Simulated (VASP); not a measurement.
# B32HN32 (a cell with a defect) in VASP: a series of runs, part 4 of 4

VASP 6.6.1. The steps go on from the part before.

### Step 5. Single point, PBEsol, collinear spin

INCAR

```
SYSTEM = B32HN32
ALGO = Normal ; EDIFF = 1E-7
ENCUT = 520 ; GGA = PS
ISIF = 2 ; ISMEAR = -1
ISPIN = 2 ; ISYM = 0
LASPH = .True. ; LCHARG = .False.
LORBIT = 11 ; LREAL = Auto
LWAVE = .False. ; MAGMOM = 0 0 0 0 0 0 0 0.091 0 0.091 0 0 0 0 0 0 0 0 0.091 0 0 0 0 0 0 0 0 0 0.091 0 0 0 0 0 0 0 0 0 0 0 0.091 0.091 0 0 0 0 0 0 0.091 0 0.091 0 0 0 0 0 0.091 0 0 0 0.091 0 0 0 0.091
NBANDS = 170 ; NELM = 150
PREC = Accurate ; SIGMA = 0.05
```

KPOINTS

```
Automatic mesh
0
Gamma
  1 1 1
  0.25 0.25 0.25
```

POSCAR

```
B32HN32
1.0
    7.2115910000      0.0000000000      0.0000000000
    0.0000000000      7.2115910000      0.0000000000
    0.0000000000      0.0000000000      7.2115910000
B N H
32 32 1
Direct
    0.9996580000      0.0004360000      0.9994980000
    0.9994340000      0.0002160000      0.4995470000
    0.9994200000      0.5004550000      0.9992620000
    0.9982830000      0.5009100000      0.4999830000
    0.4997380000      0.0002160000      0.9992760000
    0.5001680000      0.9990800000      0.4999990000
    0.5001430000      0.5009150000      0.9981430000
    0.5004870000      0.5012920000      0.5003070000
    0.2492990000      0.2500590000      0.9982830000
    0.2489790000      0.2497840000      0.5002460000
    0.2496590000      0.7507910000      0.9992640000
    0.2492510000      0.7518360000      0.4999080000
    0.7500000000      0.2504530000      0.9992720000
    0.7510590000      0.2500160000      0.4999220000
    0.7497980000      0.7505140000      0.9994430000
    0.7499690000      0.7507700000      0.4994760000
    0.2492990000      0.9991870000      0.2491290000
    0.2496850000      0.0002260000      0.7498610000
    0.2489280000      0.5012300000      0.2487700000
    0.2492210000      0.5008420000      0.7508990000
    0.7500230000      0.0001960000      0.2495060000
    0.7497580000      0.0003950000      0.7496070000
    0.7510700000      0.5008170000      0.2490670000
    0.7499760000      0.5004110000      0.7498370000
    0.9984150000      0.2500500000      0.2491340000
    0.9994250000      0.2504150000      0.7498480000
    0.9994370000      0.7507790000      0.2494850000
    0.9996140000      0.7505250000      0.7495790000
    0.5004380000      0.2496940000      0.2487710000
    0.5000730000      0.2500370000      0.7509250000
    0.5001170000      0.7518500000      0.2490930000
    0.4996580000      0.7507560000      0.7498240000
    0.1249840000      0.1257450000      0.1248230000
    0.1244170000      0.1252070000      0.6255440000
    0.1244160000      0.6264710000      0.1242250000
    0.1249240000      0.6258090000      0.6248650000
    0.6257190000      0.1252010000      0.1242420000
    0.6250510000      0.1257100000      0.6248820000
    0.6250690000      0.6258230000      0.1247680000
    0.6255880000      0.6263870000      0.6254340000
    0.3750430000      0.3758180000      0.1200460000
    0.3749060000      0.3757500000      0.6298070000
    0.3750640000      0.8758360000      0.1241770000
    0.3750130000      0.8757880000      0.6254950000
    0.8750220000      0.3758040000      0.1241640000
    0.8749860000      0.3757530000      0.6255130000
    0.8750450000      0.8757810000      0.1247120000
    0.8749890000      0.8757640000      0.6248940000
    0.3750520000      0.1209400000      0.3748660000
    0.3750400000      0.1251310000      0.8749070000
    0.3749310000      0.6307200000      0.3747750000
    0.3749930000      0.6264450000      0.8748300000
    0.8750410000      0.1251010000      0.3748680000
    0.8750210000      0.1256730000      0.8748570000
    0.8749920000      0.6264130000      0.3748120000
    0.8749850000      0.6258350000      0.8748320000
    0.1201620000      0.3758420000      0.3748710000
    0.1243020000      0.3757940000      0.8748800000
    0.1243620000      0.8758110000      0.3748610000
    0.1249030000      0.8757990000      0.8748510000
    0.6299350000      0.3757150000      0.3747650000
    0.6256440000      0.3757760000      0.8748470000
    0.6256700000      0.8757880000      0.3748390000
    0.6250910000      0.8757840000      0.8748370000
    0.3751360000      0.3757290000      0.3751290000
```

Potentials or basis: VASP PAW PBE potentials, release 64 (B, N, H).

On the command line:

```
$ cat potpaw_PBE.64/B/POTCAR potpaw_PBE.64/N/POTCAR potpaw_PBE.64/H/POTCAR > POTCAR
$ mpirun -np 1 vasp_std > vasp.out
```

OUTCAR:

```text
SYSTEM = B32HN32
   EDIFF = 1E-7
   ENCUT = 520
   GGA = PS
   ISIF = 2
   ISMEAR = -1
   ISPIN = 2
   ISYM = 0
   LASPH = .True.
   LORBIT = 11
   LREAL = Auto
   NELM = 150
   PREC = Accurate

 ion  position               nearest neighbor table
   1  1.000  0.000  0.999-  47 1.56  54 1.56  60 1.56  33 1.57
   2  0.999  0.000  0.500-  53 1.56  59 1.56  48 1.56  34 1.57
   3  0.999  0.500  0.999-  58 1.56  45 1.56  56 1.56  35 1.57
   4  0.998  0.501  0.500-  57 1.55  55 1.56  46 1.56  36 1.57
   5  0.500  0.000  0.999-  43 1.56  50 1.56  64 1.56  37 1.57
   6  0.500  0.999  0.500-  49 1.55  44 1.56  63 1.56  38 1.57
[... 56 lines left out ...]
  63  0.626  0.876  0.375-  16 1.56   6 1.56  21 1.56  31 1.56
  64  0.625  0.876  0.875-   5 1.56  22 1.56  15 1.56  32 1.56
  65  0.375  0.376  0.375-

IMPORTANT INFORMATION: All symmetrisations will be switched off!
NOSYMM: (Re-)initialisation of all symmetry stuff for point group C_1.

----------------------------------------------------------------------------------------

                                     Primitive cell

  volume of cell :     375.0535

  direct lattice vectors                    reciprocal lattice vectors
     7.211591000  0.000000000  0.000000000     0.138665656  0.000000000  0.000000000
     0.000000000  7.211591000  0.000000000     0.000000000  0.138665656  0.000000000
     0.000000000  0.000000000  7.211591000     0.000000000  0.000000000  0.138665656

  length of vectors
     7.211591000  7.211591000  7.211591000     0.138665656  0.138665656  0.138665656

  position of ions in fractional coordinates (direct lattice)
     0.999658000  0.000436000  0.999498000
     0.999434000  0.000216000  0.499547000
     0.999420000  0.500455000  0.999262000
     0.998283000  0.500910000  0.499983000
     0.499738000  0.000216000  0.999276000
     0.500168000  0.999080000  0.499999000
[... 57 lines left out ...]
     0.625091000  0.875784000  0.874837000
     0.375136000  0.375729000  0.375129000

  ion indices of the primitive-cell ions
   primitive index   ion index
                 1           1
                 2           2
                 3           3
                 4           4
                 5           5
                 6           6
[... 57 lines left out ...]
                64          64
                65          65

----------------------------------------------------------------------------------------

 KPOINTS: Automatic mesh

Automatic generation of k-mesh.
 Grid dimensions read from file:
 generate k-points for:    1    1    1

 Generating k-lattice:

  Cartesian coordinates                     Fractional coordinates (reciprocal lattice)
     0.138665656  0.000000000  0.000000000     1.000000000  0.000000000  0.000000000
     0.000000000  0.138665656  0.000000000     0.000000000  1.000000000  0.000000000
     0.000000000  0.000000000  0.138665656     0.000000000  0.000000000  1.000000000

  Length of vectors
     0.138665656  0.138665656  0.138665656

  Shift w.r.t. Gamma in fractional coordinates (k-lattice)
     0.250000000  0.250000000  0.250000000

 Subroutine IBZKPT returns following result:
 ===========================================

 Found      4 irreducible k-points:

 Following reciprocal coordinates:
            Coordinates               Weight
  0.250000  0.250000  0.250000      2.000000
 -0.250000  0.250000  0.250000      2.000000
 -0.250000 -0.250000  0.250000      2.000000
  0.250000 -0.250000  0.250000      2.000000
   k-points           NKPTS =      4   k-points in BZ     NKDIM =      4   number of bands    NBANDS=    170
[... 31 lines left out ...]
   EFERMI =   0.00;   METHOD = LEGACY
   ISMEAR =    -1;   SIGMA  =   0.05  broadening in eV -4-tet -1-fermi 0-gaus
   EFERMI_NEDOS =   21; number of points for ismear=-14 and -15
   IALGO  =     38    algorithm
   IMIX   =      4    mixing-type and parameters
     AMIX     =   0.40;   BMIX     =  1.00
     AMIX_MAG =   1.60;   BMIX_MAG =  1.00
  volume/ion in A,a.u.               =       5.77        38.94
[... 21 lines left out ...]
  ---------------------------------------------------
  free energy    TOTEN  =      -585.35424586 eV

  energy without entropy =     -585.35423985  energy(sigma->0) =     -585.35424285

 E-fermi :  10.0525     XC(G=0): -13.0807

 val. band max:        9.4371339747   @ k =  -0.2500   0.2500   0.2500
 cond. band min:      10.6671075054   @ k =   0.2500   0.2500   0.2500
 fundamental gap:      1.2299735307
 Fermi energy:        10.0524697788

 spin component 1

 k-point     1 :       0.2500    0.2500    0.2500
  band No.  band energies     occupation
      1     -12.5352      1.00000
      2     -11.5963      1.00000
      3     -11.4950      1.00000
      4     -11.4946      1.00000
      5     -10.6266      1.00000
      6     -10.5513      1.00000
[... 561 lines left out ...]
    139      15.6747      0.00000
    140      15.6818      0.00000
 Fermi energy:        10.0524697788

 spin component 2

 k-point     1 :       0.2500    0.2500    0.2500
  band No.  band energies     occupation
      1     -12.4988      1.00000
      2     -11.5306      1.00000
      3     -11.4806      1.00000
      4     -11.4802      1.00000
      5     -10.5740      1.00000
      6     -10.5371      1.00000
[... 561 lines left out ...]
    139      15.6900      0.00000
    140      15.6980      0.00000
 [bands above 140 left out]

------------------------ aborting loop because EDIFF is reached ----------------------------------------

  FORCE on cell =-STRESS in cart. coord.  units (eV):
  Direction    XX          YY          ZZ          XY          YZ          ZX
  --------------------------------------------------------------------------------------
  -------------------------------------------------------------------------------------
  Total        7.7698976      7.7705253      7.7708340     -0.2040809     -0.1995156     -0.2056376
  in kB       33.1919384     33.1946197     33.1959383     -0.8718055     -0.8523035     -0.8784555
  external PRESSURE =      33.1941655 kB  Pullay stress =       0.0000000 kB

 VOLUME and BASIS-vectors are now :
 -----------------------------------------------------------------------------
  energy-cutoff  :      520.00
  volume of cell :      375.05
      direct lattice vectors                 reciprocal lattice vectors
     7.211591000  0.000000000  0.000000000     0.138665656  0.000000000  0.000000000
     0.000000000  7.211591000  0.000000000     0.000000000  0.138665656  0.000000000
     0.000000000  0.000000000  7.211591000     0.000000000  0.000000000  0.138665656

 POSITION                                       TOTAL-FORCE (eV/Angst)
 -----------------------------------------------------------------------------------
      7.20912      0.00314      7.20797         0.052069      0.047770      0.047863
      7.20751      0.00156      3.60253         0.056750      0.049230      0.062866
      7.20741      3.60908      7.20627         0.054251      0.065116      0.052887
      7.19921      3.61236      3.60567         0.061355      0.052545      0.050348
      3.60391      0.00156      7.20637         0.060320      0.050757      0.052753
      3.60701      7.20496      3.60579         0.045784      0.063145      0.048091
[... 57 lines left out ...]
      4.50790      6.31580      6.30897        -0.052231     -0.057708     -0.053405
      2.70533      2.70960      2.70528        -0.000133      0.007046     -0.005303
 -----------------------------------------------------------------------------------
    total drift:                               -0.007679     -0.002562     -0.003286

  FREE ENERGIE OF THE ION-ELECTRON SYSTEM (eV)
  ---------------------------------------------------
  free  energy   TOTEN  =      -585.3542458569 eV

  energy  without entropy=     -585.3542398480  energy(sigma->0) =     -585.35424285

 total charge

# of ion       s       p       d       tot
------------------------------------------
    1        0.678   1.372   0.000   2.050
    2        0.679   1.375   0.000   2.054
    3        0.679   1.375   0.000   2.054
    4        0.679   1.379   0.000   2.058
    5        0.679   1.375   0.000   2.054
    6        0.679   1.379   0.000   2.058
[... 57 lines left out ...]
   64        1.208   2.763   0.000   3.971
   65        0.542   0.043   0.000   0.585
--------------------------------------------------
tot         60.929 132.248   0.000 193.176

 magnetization (x)

# of ion       s       p       d       tot
------------------------------------------
    1        0.000   0.000   0.000   0.000
    2        0.000   0.001   0.000   0.001
    3        0.000   0.001   0.000   0.001
    4        0.001   0.003   0.000   0.004
    5        0.000   0.001   0.000   0.001
    6        0.001   0.003   0.000   0.004
[... 57 lines left out ...]
   64       -0.000  -0.000   0.000  -0.000
   65        0.292   0.004   0.000   0.296
--------------------------------------------------
tot          0.371   0.283   0.000   0.654
```

It took 13 min on 1 thread of Intel Xeon Platinum 8488C (Sapphire Rapids), shared host; peak memory 0.71 GiB.

What came out:

| Item | Value |
| --- | --- |
| Free energy | -585.3542 eV |
| Pressure | 3.3 GPa |
| Largest force | 0.113 eV/Å |
| Band gap on the k mesh | 1.23 eV |
| Net moment | 1.00 μB per cell |
| Site moments | B +0.00, -0.00 (each value once); N +0.00, +0.01, +0.04, -0.00 (each value once); H +0.30 μB |
| Valence electrons inside the program's atomic spheres | B 2.05, 2.06, 2.01, 2.02 (each value once); N 3.97, 3.96 (each value once); H 0.58 |

Forces in eV/Å, atoms in the order of the input:
```
B    0.052  0.048  0.048
B    0.057  0.049  0.063
B    0.054  0.065  0.053
B    0.061  0.053  0.050
B    0.060  0.051  0.053
B    0.046  0.063  0.048
B    0.050  0.055  0.063
B    0.030  0.030  0.035
B    0.057  0.062  0.044
B    0.040  0.039  0.066
B    0.067  0.055  0.050
B    0.056  0.055  0.065
B    0.057  0.060  0.047
B    0.054  0.057  0.061
B    0.047  0.058  0.054
B    0.056  0.049  0.062
B    0.060  0.046  0.059
B    0.060  0.050  0.051
B    0.051  0.060  0.050
B    0.055  0.068  0.056
B    0.055  0.053  0.059
B    0.056  0.053  0.052
B    0.051  0.070  0.058
B    0.051  0.066  0.047
B    0.046  0.062  0.059
B    0.051  0.066  0.054
B    0.051  0.053  0.064
B    0.053  0.056  0.055
B    0.062  0.053  0.050
B    0.061  0.056  0.051
B    0.057  0.052  0.053
B    0.061  0.056  0.052
N   -0.052 -0.051 -0.050
N   -0.057 -0.063 -0.074
N   -0.061 -0.070 -0.058
N   -0.050 -0.051 -0.049
N   -0.071 -0.064 -0.057
N   -0.055 -0.048 -0.049
N   -0.055 -0.055 -0.049
N   -0.042 -0.049 -0.046
N   -0.065 -0.063 -0.053
N   -0.024 -0.041 -0.063
N   -0.067 -0.057 -0.053
N   -0.062 -0.056 -0.052
N   -0.048 -0.067 -0.050
N   -0.053 -0.058 -0.057
N   -0.059 -0.053 -0.046
N   -0.051 -0.052 -0.048
N   -0.062 -0.051 -0.060
N   -0.063 -0.054 -0.056
N   -0.031 -0.065 -0.038
N   -0.061 -0.057 -0.052
N   -0.052 -0.050 -0.063
N   -0.058 -0.053 -0.054
N   -0.054 -0.049 -0.057
N   -0.050 -0.052 -0.056
N   -0.050 -0.067 -0.066
N   -0.044 -0.064 -0.051
N   -0.058 -0.052 -0.063
N   -0.053 -0.055 -0.056
N   -0.061 -0.038 -0.032
N   -0.052 -0.061 -0.055
N   -0.053 -0.056 -0.061
N   -0.052 -0.058 -0.053
H    0.000  0.007 -0.005
```

Caveat: the PAW data sets were made with another functional, which shifts forces and pressure a little.

### Step 6. Single point, r2SCAN, collinear spin

POSCAR is that of step 5.

INCAR.step1

```
SYSTEM = B32HN32
ALGO     = Normal         ! electronic algorithm
EDIFF    = 1E-4           ! SCF threshold, eV
ENCUT    = 520            ! plane-wave cutoff, eV
GGA      = PE             ! functional
ISMEAR   = -1             ! smearing method
ISPIN    = 2              ! spin polarisation
ISYM     = 0            
LASPH    = .TRUE.         ! aspherical terms in the spheres
LCHARG   = .FALSE.        ! write CHGCAR
LREAL    = Auto         
LWAVE    = .TRUE.         ! write WAVECAR
MAGMOM   = 0 0 0 0 0 0 0 0.091 0 0.091 0 0 0 0 0 0 0 0 0.091 0 0 0 0 0 0 0 0 0 0.091 0 0 0 0 0 0 0 0 0 0 0 0.091 0.091 0 0 0 0 0 0 0.091 0 0.091 0 0 0 0 0 0.091 0 0 0 0.091 0 0 0 0.091 ! initial moments
NBANDS   = 170            ! bands
NELM     = 150            ! most SCF steps
PREC     = Accurate       ! precision mode
SIGMA    = 0.05           ! smearing width, eV
```

INCAR.step2

```
SYSTEM = B32HN32
ALGO     = Normal         ! electronic algorithm
EDIFF    = 1E-7           ! SCF threshold, eV
ENCUT    = 520            ! plane-wave cutoff, eV
ISIF     = 2              ! what is computed and relaxed
ISMEAR   = -1             ! smearing method
ISPIN    = 2              ! spin polarisation
ISTART   = 1            
ISYM     = 0            
LASPH    = .TRUE.         ! aspherical terms in the spheres
LCHARG   = .FALSE.        ! write CHGCAR
LMIXTAU  = .TRUE.       
LORBIT   = 11             ! projections on sites
LREAL    = Auto         
LWAVE    = .FALSE.        ! write WAVECAR
MAGMOM   = 0 0 0 0 0 0 0 0.091 0 0.091 0 0 0 0 0 0 0 0 0.091 0 0 0 0 0 0 0 0 0 0.091 0 0 0 0 0 0 0 0 0 0 0 0.091 0.091 0 0 0 0 0 0 0.091 0 0.091 0 0 0 0 0 0.091 0 0 0 0.091 0 0 0 0.091 ! initial moments
METAGGA  = R2SCAN         ! meta-GGA
NBANDS   = 170            ! bands
NELM     = 150            ! most SCF steps
PREC     = Accurate       ! precision mode
SIGMA    = 0.05           ! smearing width, eV
```

KPOINTS is that of step 5.

Potentials or basis: VASP PAW PBE potentials, release 64 (B, N, H).

On the command line:

```
$ cat potpaw_PBE.64/B/POTCAR potpaw_PBE.64/N/POTCAR potpaw_PBE.64/H/POTCAR > POTCAR
$ cp INCAR.step1 INCAR
$ mpirun -np 1 vasp_std > vasp.out
$ cp INCAR.step2 INCAR
$ mpirun -np 1 vasp_std > vasp.out
```

Wall time 31 min (1 thread of AMD EPYC 9R45 (Zen 5), shared host); peak memory 0.78 GiB.

It converged, with:

- Free energy: -611.4373 eV
- Pressure: 5.3 GPa
- Largest force: 0.125 eV/Å
- Band gap on the k mesh: 2.25 eV
- Net moment: 1.00 μB per cell
- Site moments: B +0.00, -0.01 (each value once); N +0.00, +0.01, +0.04, -0.00 (each value once); H +0.34 μB
- Valence electrons inside the program's atomic spheres: B 2.03, 2.04, 2.00 (each value once); N 4.02, 4.03, 4.01 (each value once); H 0.60

Forces on the atoms (eV/Å):
```
B    0.055  0.051  0.051
B    0.061  0.054  0.060
B    0.059  0.062  0.057
B    0.079  0.043  0.040
B    0.057  0.055  0.058
B    0.036  0.081  0.038
B    0.040  0.045  0.080
B    0.058  0.058  0.063
B    0.067  0.072  0.061
B    0.012  0.012  0.095
B    0.069  0.049  0.055
B    0.066  0.038  0.054
B    0.051  0.062  0.053
B    0.037  0.068  0.051
B    0.043  0.055  0.057
B    0.051  0.044  0.059
B    0.071  0.063  0.070
B    0.063  0.055  0.046
B    0.023  0.090  0.021
B    0.066  0.057  0.039
B    0.050  0.058  0.062
B    0.052  0.057  0.048
B    0.034  0.060  0.068
B    0.046  0.063  0.043
B    0.063  0.072  0.069
B    0.056  0.069  0.049
B    0.056  0.048  0.066
B    0.056  0.052  0.051
B    0.092  0.025  0.022
B    0.051  0.066  0.034
B    0.046  0.035  0.063
B    0.058  0.051  0.046
N   -0.055 -0.054 -0.053
N   -0.044 -0.049 -0.089
N   -0.047 -0.085 -0.044
N   -0.053 -0.047 -0.045
N   -0.086 -0.050 -0.043
N   -0.051 -0.051 -0.045
N   -0.052 -0.051 -0.053
N   -0.057 -0.064 -0.061
N   -0.066 -0.064 -0.083
N   -0.024 -0.041 -0.033
N   -0.068 -0.057 -0.056
N   -0.062 -0.056 -0.048
N   -0.048 -0.067 -0.053
N   -0.053 -0.057 -0.054
N   -0.059 -0.053 -0.046
N   -0.051 -0.052 -0.047
N   -0.063 -0.081 -0.061
N   -0.062 -0.057 -0.056
N   -0.030 -0.036 -0.037
N   -0.061 -0.053 -0.052
N   -0.051 -0.052 -0.063
N   -0.057 -0.053 -0.054
N   -0.054 -0.046 -0.057
N   -0.050 -0.051 -0.056
N   -0.080 -0.068 -0.067
N   -0.047 -0.063 -0.050
N   -0.061 -0.051 -0.062
N   -0.052 -0.055 -0.056
N   -0.032 -0.038 -0.031
N   -0.049 -0.060 -0.055
N   -0.050 -0.056 -0.061
N   -0.051 -0.058 -0.053
H    0.001  0.008 -0.003
```

Levels at points of the mesh, in eV from the valence-band top:
Spin up:
```
           k point  band 127  band 128  band 129  band 130  band 131  band 132
(0.25, 0.25, 0.25)     -2.15     -2.15      0.00      4.43      4.43      4.92
```
Spin down:
| k point | band 124 | band 125 | band 126 | band 127 | band 128 | band 129 | band 130 | band 131 | band 132 | band 133 |
| --- | --- | --- | --- | --- | --- | --- | --- | --- | --- | --- |
| (0.25, 0.25, 0.25) | -2.99 | -2.98 | -2.98 | -2.13 | -2.13 | 2.25 | 4.44 | 4.44 | 5.08 | 5.74 |

Caveat: the PAW data sets were made with another functional, which shifts forces and pressure a little.

### Step 7. Summary

| level | cutoff (eV) | grid for exact exchange (PRECFOCK) | share of exact exchange | screening parameter | gap on the mesh (eV) | pressure (GPa) | moment (μB) | largest force (eV/Å) |
| --- | --- | --- | --- | --- | --- | --- | --- | --- |
| PBEsol | 520 | - | - | - | 1.23 | 3.3 | 1.00 | 0.11 |
| r2SCAN | 580 | - | - | - | 2.25 | 5.3 | 1.00 | 0.06 |
| HSE06 | 520 | Fast | 0.25 | 0.2079 1/Å | 2.96 | -0.6 | 1.00 | 0.09 |
| r2SCAN | 520 | - | - | - | 2.25 | 5.3 | 1.00 | 0.12 |

Alike in all rows: task single point; potentials or basis VASP PAW PBE potentials, release 64 (B, N, H); spin collinear; cell as given; k mesh 1 × 1 × 1, shifted; smearing fermi-dirac 0.05 eV.

On the cell as given the gap runs from 1.23 eV (PBEsol) to 2.96 eV (HSE06). The pressure there spans -0.6 GPa (HSE06) to 5.3 GPa (r2SCAN); a positive pressure means that this level wants a larger cell, a negative one a smaller.

Caveats: the PAW data sets were made with another functional, which shifts forces and pressure a little.

Total energies depend on the potentials used, so only differences within one code and one set of settings carry meaning.
